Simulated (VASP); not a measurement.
Here is a VASP 6.6.1 calculation.

INCAR

```
SYSTEM = Fe
PREC = Accurate
ENCUT = 520
EDIFF = 1E-6
ISMEAR = -1
SIGMA = 0.05
LREAL = .False.
LASPH = .True.
NELM = 80
ALGO = Fast
ISIF = 2
LWAVE = .False.
LCHARG = .False.
GGA = PS
NBANDS = 10
```

File KPOINTS:

```
Automatic mesh
0
Gamma
  13 13 13
  0 0 0
```

File POSCAR:

```
Fe
1.0
   -1.4430000000      1.4430000000      1.4430000000
    1.4430000000     -1.4430000000      1.4430000000
    1.4430000000      1.4430000000     -1.4430000000
Fe
1
Direct
    0.0000000000      0.0000000000      0.0000000000
```

Potentials or basis: VASP PAW PBE potentials, release 64 (Fe).

The run is started by

```bash
$ cat potpaw_PBE.64/Fe/POTCAR > POTCAR
$ mpirun -np 1 vasp_std > vasp.out
```

**Question.** Estimate the pressure.

**Answer.** -35.1 GPa.

**Question.** Estimate the band gap on the k mesh.

**Answer.** Zero (band 4 reaches 5.92 eV, above the bottom of band 5 at 4.28 eV).

Caveat: the PAW data sets were made with another functional, which shifts forces and pressure a little; the run has no spin polarisation, though such a crystal can be magnetic. Spin polarisation is off, so any magnetic state and its effect on volume and gap are missing.
